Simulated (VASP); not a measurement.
A run of VASP 6.6.1 is set up as follows.

File INCAR:

```
SYSTEM = SiO2
  ALGO = Normal
  EDIFF = 1E-6
  ENCUT = 520
  ISIF = 2
  ISMEAR = 0
  LASPH = .TRUE.
  LCHARG = .TRUE.
  LELF = .TRUE.
  LREAL = .FALSE.
  LVHAR = .TRUE.
  LWAVE = .FALSE.
  NBANDS = 25
  NELM = 60
  PREC = Accurate
  SIGMA = 0.05
```

KPOINTS

```
k-points
0
G
  6 6 10
  0 0 0
```

The input POSCAR:

```
SiO2
1.0
    4.0181868304      0.0000000000      0.0000000000
    0.0000000000      4.0181868304      0.0000000000
    0.0000000000      0.0000000000      2.4816321865
Si O
2 4
Direct
    0.5000000000      0.5000000000      0.5000000000
    0.0000000000      0.0000000000      0.0000000000
    0.6944252994      0.6944252994      0.0000000000
    0.1944252994      0.8055747006      0.5000000000
    0.3055747006      0.3055747006      0.0000000000
    0.8055747006      0.1944252994      0.5000000000
```

Potentials or basis: VASP PAW LDA potentials, release 64 (Si, O).

Run with:

```sh
$ cat potpaw_LDA.64/Si/POTCAR potpaw_LDA.64/O/POTCAR > POTCAR
$ mpirun -np 1 vasp_std > vasp.out
```

(1) Estimate the largest force.

(2) What does it give for the pressure?

(3) What does it give for the band gap on the k mesh?

Answers

(1) 1.149 eV/Å.

(2) 65.5 GPa.

(3) 7.49 eV.

Caveat: the cell stands under pressure; forces of over 1 eV/Å act on the atoms, so gaps and moduli don't describe the material at rest.
